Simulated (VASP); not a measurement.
# ZrTi7N8 (Fm-3m) in VASP: single point with PBEsol

Aim: the single point of ZrTi7N8 with PBEsol.

All numbers are computed with VASP 6.6.1; they aren't measurements. Logs are shortened: lines on timing, memory, paths and dates and some standing lists are left out, and cuts for length are marked.

**1. The cell of the first run**

The structure is cubic, space group Fm-3m (No. 225). The conventional cell has a = 8.510 Å, b = 8.510 Å, c = 8.510 Å, α = 90.00°, β = 90.00°, γ = 90.00°. Within 2.9 Å of Zr (site symmetry m-3m) lie 6 N at 2.18 Å. Within 2.8 Å of Ti (site symmetry mmm) lie 6 N at 2.13 Å. Within 2.7 Å of Ti (site symmetry m-3m) lie 6 N at 2.07 Å. Within 2.8 Å of N (site symmetry -43m) lie 6 Ti at 2.13 Å. N (site symmetry 4mm) has 5 Ti at 2.07 to 2.13 Å and 1 Zr at 2.18 Å within 2.7 Å.

**2. Single point, PBEsol**

INCAR

```
PREC     = Accurate       # precision mode
ENCUT    = 520            # plane-wave cutoff, eV
EDIFF    = 1E-7           # SCF threshold, eV
ISMEAR   = 0              # smearing method
SIGMA    = 0.1            # smearing width, eV
LREAL    = Auto         
LASPH    = T              # aspherical terms in the spheres
NELM     = 100            # most SCF steps
ALGO     = Normal         # electronic algorithm
ISIF     = 2              # what is computed and relaxed
LWAVE    = F              # write WAVECAR
LCHARG   = T              # write CHGCAR
GGA      = PS             # functional
LELF     = T              # ELF
LVHAR    = T            
NBANDS   = 82             # bands
```

KPOINTS

```
regular mesh
0
Gamma
  8 8 8
```

POSCAR

```
ZrTi7N8
1.0
   -4.2551949010     -4.2551949010      0.0000000000
    0.0000000000     -4.2551949010      4.2551949010
   -4.2551949010      0.0000000000      4.2551949010
Zr Ti N
1 7 8
Direct
    0.5000000000      0.0000000000      0.0000000000
    0.0000000000      0.0000000000      0.0000000000
    0.5000000000      0.5000000000      0.0000000000
    0.0000000000      0.5000000000      0.0000000000
    0.5000000000      0.0000000000      0.5000000000
    0.0000000000      0.0000000000      0.5000000000
    0.5000000000      0.5000000000      0.5000000000
    0.0000000000      0.5000000000      0.5000000000
    0.7500000000      0.2500000000      0.2500000000
    0.2436333590      0.2563666410      0.2563666410
    0.7563666410      0.7436333590      0.2563666410
    0.2436333590      0.7436333590      0.2563666410
    0.7563666410      0.2563666410      0.7436333590
    0.2436333590      0.2563666410      0.7436333590
    0.7563666410      0.7436333590      0.7436333590
    0.2500000000      0.7500000000      0.7500000000
```

Potentials or basis: VASP PAW PBE potentials, release 64 (Zr_sv, Ti_sv, N).

Run with:

```console
cat potpaw_PBE.64/Zr_sv/POTCAR potpaw_PBE.64/Ti_sv/POTCAR potpaw_PBE.64/N/POTCAR > POTCAR
mpirun -np 1 vasp_std > vasp.out
```

OUTCAR:

```text
PREC = Accurate
   ENCUT = 520
   EDIFF = 1E-7
   ISMEAR = 0
   LREAL = Auto
   LASPH = T
   NELM = 100
   ISIF = 2
   GGA = PS

 ion  position               nearest neighbor table
   1  0.500  0.000  0.000-  10 2.18  11 2.18  12 2.18  13 2.18  14 2.18  15 2.18   2 3.01   3 3.01
                             5 3.01   5 3.01   6 3.01   7 3.01   3 3.01   4 3.01   7 3.01   2 3.01
   2  0.000  0.000  0.000-   9 2.13  16 2.13  12 2.13  13 2.13  14 2.13  11 2.13   1 3.01   1 3.01

   3  0.500  0.500  0.000-   9 2.13  16 2.13  12 2.13  13 2.13  15 2.13  10 2.13   1 3.01   1 3.01

   4  0.000  0.500  0.000-   9 2.13  16 2.13  11 2.13  14 2.13  15 2.13  10 2.13   1 3.01   1 3.01

   5  0.500  0.000  0.500-   9 2.13  16 2.13  11 2.13  14 2.13  15 2.13  10 2.13   1 3.01   1 3.01

   6  0.000  0.000  0.500-   9 2.13  16 2.13  12 2.13  13 2.13  15 2.13  10 2.13   1 3.01   1 3.01

   7  0.500  0.500  0.500-   9 2.13  16 2.13  12 2.13  13 2.13  14 2.13  11 2.13   1 3.01   1 3.01

   8  0.000  0.500  0.500-  10 2.07  11 2.07  12 2.07  13 2.07  14 2.07  15 2.07
   9  0.750  0.250  0.250-   2 2.13   3 2.13   4 2.13   5 2.13   6 2.13   7 2.13
  10  0.244  0.256  0.256-   8 2.07   4 2.13   5 2.13   6 2.13   3 2.13   1 2.18
  11  0.756  0.744  0.256-   8 2.07   4 2.13   5 2.13   7 2.13   2 2.13   1 2.18
  12  0.244  0.744  0.256-   8 2.07   3 2.13   6 2.13   7 2.13   2 2.13   1 2.18
  13  0.756  0.256  0.744-   8 2.07   3 2.13   6 2.13   7 2.13   2 2.13   1 2.18
  14  0.244  0.256  0.744-   8 2.07   4 2.13   5 2.13   7 2.13   2 2.13   1 2.18
  15  0.756  0.744  0.744-   8 2.07   4 2.13   5 2.13   6 2.13   3 2.13   1 2.18
  16  0.250  0.750  0.750-   2 2.13   3 2.13   4 2.13   5 2.13   6 2.13   7 2.13

  LATTYP: Found a face centered cubic cell.
 ALAT       =     8.5103898020

  Lattice vectors:

 A1 = (  -4.2551949010,  -4.2551949010,   0.0000000000)
 A2 = (   0.0000000000,  -4.2551949010,   4.2551949010)
 A3 = (  -4.2551949010,   0.0000000000,   4.2551949010)

Analysis of symmetry for initial positions (statically):
=====================================================================
 Subroutine PRICEL returns:
 Original cell was already a primitive cell.

 Routine SETGRP: Setting up the symmetry group for a
 face centered cubic supercell.

 Subroutine GETGRP returns: Found 48 space group operations
 (whereof  8 operations were pure point group operations)
 out of a pool of 48 trial point group operations.

The static configuration has the point symmetry D_2h.
 The point group associated with its full space group is O_h .

Analysis of symmetry for dynamics (positions and initial velocities):
=====================================================================
 Subroutine PRICEL returns:
 Original cell was already a primitive cell.

 Routine SETGRP: Setting up the symmetry group for a
 face centered cubic supercell.

 Subroutine GETGRP returns: Found 48 space group operations
 (whereof  8 operations were pure point group operations)
 out of a pool of 48 trial point group operations.

The dynamic configuration has the point symmetry D_2h.
 The point group associated with its full space group is O_h .

 Subroutine INISYM returns: Found 48 space group operations
 (whereof  8 operations are pure point group operations),
 and found     1 'primitive' translations

----------------------------------------------------------------------------------------

                                     Primitive cell

  volume of cell :     154.0949

  direct lattice vectors                    reciprocal lattice vectors
    -4.255194901 -4.255194901  0.000000000    -0.117503431 -0.117503431 -0.117503431
     0.000000000 -4.255194901  4.255194901     0.117503431 -0.117503431  0.117503431
    -4.255194901  0.000000000  4.255194901    -0.117503431  0.117503431  0.117503431

  length of vectors
     6.017754340  6.017754340  6.017754340     0.203521912  0.203521912  0.203521912

  position of ions in fractional coordinates (direct lattice)
     0.500000000  0.000000000  0.000000000
     0.000000000  0.000000000  0.000000000
     0.500000000  0.500000000  0.000000000
     0.000000000  0.500000000  0.000000000
     0.500000000  0.000000000  0.500000000
     0.000000000  0.000000000  0.500000000
[... 8 lines left out ...]
     0.756366641  0.743633359  0.743633359
     0.250000000  0.750000000  0.750000000

  ion indices of the primitive-cell ions
   primitive index   ion index
                 1           1
                 2           2
                 3           3
                 4           4
                 5           5
                 6           6
[... 8 lines left out ...]
                15          15
                16          16

----------------------------------------------------------------------------------------

 KPOINTS: regular mesh

Automatic generation of k-mesh.
 Grid dimensions read from file:
 generate k-points for:    8    8    8

 Generating k-lattice:

  Cartesian coordinates                     Fractional coordinates (reciprocal lattice)
    -0.014687929 -0.014687929 -0.014687929     0.125000000  0.000000000  0.000000000
     0.014687929 -0.014687929  0.014687929     0.000000000  0.125000000  0.000000000
    -0.014687929  0.014687929  0.014687929     0.000000000  0.000000000  0.125000000

  Length of vectors
     0.025440239  0.025440239  0.025440239

  Shift w.r.t. Gamma in fractional coordinates (k-lattice)
     0.000000000  0.000000000  0.000000000

 Subroutine IBZKPT returns following result:
 ===========================================

 Found     29 irreducible k-points:

 Following reciprocal coordinates:
            Coordinates               Weight
  0.000000  0.000000  0.000000      1.000000
  0.125000  0.000000  0.000000      8.000000
  0.250000  0.000000  0.000000      8.000000
  0.375000  0.000000  0.000000      8.000000
  0.500000  0.000000  0.000000      4.000000
  0.125000  0.125000  0.000000      6.000000
[... 16 lines left out ...]
  0.500000  0.250000  0.125000     48.000000
 -0.375000  0.250000  0.125000     24.000000
 [... further k-points ...]
   k-points           NKPTS =     29   k-points in BZ     NKDIM =     29   number of bands    NBANDS=     82
   number of dos      NEDOS =    301   number of ions     NIONS =     16
   total plane-waves  NPLWV = 110592
   dimension x,y,z NGX =    48 NGY =   48 NGZ =   48
   dimension x,y,z NGXF=    96 NGYF=   96 NGZF=   96
   ions per type =               1   7   8
   NGX,Y,Z   is equivalent  to a cutoff of  13.26, 13.26, 13.26 a.u.
   NGXF,Y,Z  is equivalent  to a cutoff of  26.52, 26.52, 26.52 a.u.
 SYSTEM =  unknown system
   PREC   = accura    normal or accurate (medium, high low for compatibility)
   ISTART =      0    job   : 0-new  1-cont  2-samecut
   ICHARG =      2    charge: 1-file 2-atom 10-const
   ISPIN  =      1    spin polarized calculation?
   LNONCOLLINEAR =      F non collinear calculations
   LSORBIT =      F    spin-orbit coupling
   LASPH  =      T    aspherical Exc in radial PAW
   ENCUT  =  520.0 eV  38.22 Ry    6.18 a.u.  11.19 11.19 11.19*2*pi/ulx,y,z
   NELM   =    100;   NELMIN=  2; NELMDL= -5     # of ELM steps
   EDIFF  = 0.1E-06   stopping-criterion for ELM
   LREAL  =      T    real-space projection
   EDIFFG = 0.1E-05   stopping-criterion for IOM
   NSW    =      0    number of steps for IOM
   IBRION =     -1    ionic relax: 0-MD 1-quasi-New 2-CG
   NFREE  =      0    steps in history (QN), initial steepest desc. (CG)
   ISIF   =      2    stress and relaxation
   ISYM   =      2    0-nonsym 1-usesym 2-fastsym
   POTIM  = 0.5000    time-step for ionic-motion
   TEBEG  =    0.0;   TEEND  =   0.0 temperature during run
   PSTRESS=    0.0 pullay stress
   NELECT =     136.0000    total number of electrons
   NUPDOWN=      -1.0000    fix difference up-down
   EMIN   =  10.00;   EMAX   =-10.00  energy-range for DOS
   EFERMI =   0.00;   METHOD = LEGACY
   ISMEAR =     0;   SIGMA  =   0.10  broadening in eV -4-tet -1-fermi 0-gaus
   EFERMI_NEDOS =   21; number of points for ismear=-14 and -15
   IALGO  =     38    algorithm
   IMIX   =      4    mixing-type and parameters
     AMIX     =   0.40;   BMIX     =  1.00
     AMIX_MAG =   1.60;   BMIX_MAG =  1.00
  volume/ion in A,a.u.               =       9.63        64.99
  Fermi-wavevector in a.u.,A,eV,Ry     =   1.570333  2.967499 33.551216  2.465945
  Thomas-Fermi vector in A             =   2.672082
   LORBIT       =      0    0 simple, 1 ext, 2 COOP (PROOUT), +10 PAW based schemes
   GGA     = PS    functional components
   LHFCALC =     F    Hartree Fock is set to
   AEXX    =    0.0000 exact exchange contribution
   IVDW    =     0    specifies the selected vdW correction
   LEPSILON=     F    determine dielectric tensor
   LRPA    =     F    only Hartree local field effects (RPA)
 non-spin polarized calculation
 Gauss-broadening in eV      SIGMA  =   0.10
  energy-cutoff  :      520.00
  volume of cell :      154.09
 maximum number of plane-waves:      4184
 NGX is ok and might be reduce to    48
   NGX = 23   NGY = 23   NGZ = 23

 number of electron     136.0000029 magnetization

 Free energy of the ion-electron system (eV)
  ---------------------------------------------------
  ext. energy  EPLUGINS =         0.00000000
  ---------------------------------------------------
  free energy    TOTEN  =      -166.53613955 eV

  energy without entropy =     -166.49694520  energy(sigma->0) =     -166.51654237

 E-fermi :  11.6641     XC(G=0): -13.2642

 val. band max:       11.6620783633   @ k =   0.5000   0.2500   0.0000
 cond. band min:      11.6664537461   @ k =   0.5000   0.2500   0.1250
 fundamental gap:      0.0043753828
 Fermi energy:        11.6641256609

 k-point     1 :       0.0000    0.0000    0.0000
  band No.  band energies     occupation
      1     -45.9064      2.00000
      2     -45.8324      2.00000
      3     -45.8324      2.00000
      4     -45.8324      2.00000
      5     -45.8017      2.00000
      6     -45.8017      2.00000
[... 72 lines left out ...]
     79      13.5850      0.00000
     80      13.5851      0.00000

 k-point     2 :       0.1250    0.0000    0.0000
  band No.  band energies     occupation
      1     -45.9035      2.00000
      2     -45.8349      2.00000
      3     -45.8312      2.00000
      4     -45.8312      2.00000
      5     -45.8029      2.00000
      6     -45.8029      2.00000
[... 72 lines left out ...]
     79      13.4611      0.00000
     80      13.5711      0.00000
[... 1741 lines left out ...]
     79      13.4782      0.00000
     80      13.5192      0.00000

 k-point    24 :      -0.3750    0.2500    0.1250
  band No.  band energies     occupation
      1     -45.8649      2.00000
      2     -45.8611      2.00000
      3     -45.8275      2.00000
      4     -45.8262      2.00000
      5     -45.8121      2.00000
      6     -45.8120      2.00000
[... 72 lines left out ...]
     79      13.4585      0.00000
     80      13.4822      0.00000

 [... further k-points ...]

 [bands above 80 left out]

------------------------ aborting loop because EDIFF is reached ----------------------------------------

  FORCE on cell =-STRESS in cart. coord.  units (eV):
  Direction    XX          YY          ZZ          XY          YZ          ZX
  --------------------------------------------------------------------------------------
  -------------------------------------------------------------------------------------
  Total        0.7394280      0.7394280      0.7394280      0.0000000     -0.0000000     -0.0000000
  in kB        7.6880842      7.6880842      7.6880842      0.0000000     -0.0000000     -0.0000000
  external PRESSURE =       7.6880842 kB  Pullay stress =       0.0000000 kB

 VOLUME and BASIS-vectors are now :
 -----------------------------------------------------------------------------
  energy-cutoff  :      520.00
  volume of cell :      154.09
      direct lattice vectors                 reciprocal lattice vectors
    -4.255194901 -4.255194901  0.000000000    -0.117503431 -0.117503431 -0.117503431
     0.000000000 -4.255194901  4.255194901     0.117503431 -0.117503431  0.117503431
    -4.255194901  0.000000000  4.255194901    -0.117503431  0.117503431  0.117503431

 POSITION                                       TOTAL-FORCE (eV/Angst)
 -----------------------------------------------------------------------------------
     -2.12760     -2.12760      0.00000        -0.000000     -0.000000      0.000000
      0.00000      0.00000      0.00000        -0.000000     -0.000000      0.000000
     -2.12760     -4.25519      2.12760        -0.000000     -0.000000      0.000000
      0.00000     -2.12760      2.12760        -0.000000     -0.000000      0.000000
     -4.25519     -2.12760      2.12760        -0.000000     -0.000000      0.000000
     -2.12760      0.00000      2.12760        -0.000000     -0.000000      0.000000
[... 8 lines left out ...]
     -6.38279     -6.38279      6.32861        -0.000000     -0.000000      0.004401
     -4.25519     -4.25519      6.38279        -0.000000     -0.000000      0.000000
 -----------------------------------------------------------------------------------
    total drift:                               -0.000000     -0.000000      0.000000

  FREE ENERGIE OF THE ION-ELECTRON SYSTEM (eV)
  ---------------------------------------------------
  free  energy   TOTEN  =      -166.5361395495 eV

  energy  without entropy=     -166.4969452004  energy(sigma->0) =     -166.51654237
```

Run time: 13 min. Hardware: 1 thread of AMD EPYC 9R45 (Zen 5), shared host; peak memory 0.43 GiB.

What came out:

```
Free energy            : -166.5361 eV
Pressure               : 0.8 GPa
Largest force          : 0.004 eV/Å
Band gap on the k mesh : zero (band 68 reaches 12.50 eV, above the bottom of band 69 at 11.05 eV)
```

Forces on the atoms (eV/Å):
```
Zr   0.000  0.000  0.000
Ti   0.000  0.000  0.000
Ti   0.000  0.000  0.000
Ti   0.000  0.000  0.000
Ti   0.000  0.000  0.000
Ti   0.000  0.000  0.000
Ti   0.000  0.000  0.000
Ti   0.000  0.000  0.000
N    0.000  0.000  0.000
N    0.000  0.000 -0.004
N    0.004  0.000  0.000
N    0.000 -0.004  0.000
N    0.000  0.004  0.000
N   -0.004  0.000  0.000
N    0.000  0.000  0.004
N    0.000  0.000  0.000
```

Caveat: the PAW data sets were made with another functional, which shifts forces and pressure a little.
